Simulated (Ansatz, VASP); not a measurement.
One calculation of BN, two programs

POSCAR

```
BN
1.0
    0.0087291298      1.7458259515      1.7458259515
    1.7458259515      0.0087291298      1.7458259515
    1.7545550812      1.7545550812     -0.0000000001
B N
1 1
Direct
    0.0000000000      0.0000000000      0.0000000000
    0.5000000000      0.5000000000      0.5000000000
```

File INCAR.step1:

```
ALGO = Normal
EDIFF = 1E-5
ENCUT = 520
GGA = PE
ISIF = 2
ISMEAR = 0
LASPH = T
LCHARG = F
LREAL = F
LWAVE = T
NBANDS = 11
NELM = 80
PREC = Accurate
SIGMA = 0.01
```

File INCAR.step2:

```
ALGO = Normal
EDIFF = 1E-7
ENCUT = 520
GGA = PE
HFSCREEN = 0.2079
ISIF = 2
ISMEAR = 0
ISTART = 1
LASPH = T
LCHARG = F
LHFCALC = T
LREAL = F
LWAVE = F
NBANDS = 11
NELM = 80
PREC = Accurate
PRECFOCK = Normal
SIGMA = 0.01
```

Contents of KPOINTS:

```
k-points
0
Gamma
  8 8 8
```

Input for Ansatz:

```yaml
crystal:
  lattice:
    - [0.0087291298, 1.7458259515, 1.7458259515]
    - [1.7458259515, 0.0087291298, 1.7458259515]
    - [1.7545550812, 1.7545550812, -1.0e-10]
  atoms:
    - { symbol: B, position: [0.0, 0.0, 0.0] }
    - { symbol: "N", position: [0.5, 0.5, 0.5] }
kpoints:
  mp_grid: { grid: [8, 8, 8] }
  band_path:
    path:
      - [0.0, 0.0, 0.0]
      - [0.5, 0.0, 0.5]
      - [0.625, 0.25, 0.625]
      - [0.375, 0.375, 0.75]
      - [0.5, 0.5, 0.5]
      - [0.5, 0.25, 0.75]
      - [0.166667, 0.166667, 0.333333]
      - [0.5, 0.5, 0.0]
    npoints: 1
hamiltonian:
  xc: hse06
scf:
  occupations: { method: fixed }
  n_extra_bands: 4
output:
  forces: true
  stress: true
  eigenvalues: true
```

Change from the starting cell: shear_xy strain +1.0%.

Alike in both runs: task single point; functional HSE06; k mesh 8 × 8 × 8; no spin polarisation.

|  | VASP | Ansatz |
| --- | --- | --- |
| version | VASP 6.6.1 | Ansatz 0.2.0 |
| potentials or method | VASP PAW PBE potentials, release 64 (B, N) | plane waves, PAW |
| plane-wave cutoff (eV) | 520 | 420 |
| occupations | gaussian, width 0.01 eV | fixed |
| valence electrons in the cell | 8 | 8 |

|  | VASP | Ansatz | Ansatz less VASP |
| --- | --- | --- | --- |
| gap on the k mesh at the Fermi level (eV) | 2.23 | 2.24 | +0.010 |
| pressure (GPa) | -8.1 | -8.4 | -0.29 |
| traceless stress, the component that is largest in VASP (GPa) | -6.55 | -6.56 | -0.007 |

Ansatz's warnings: stress exchange threshold loose, stress scf threshold loose.
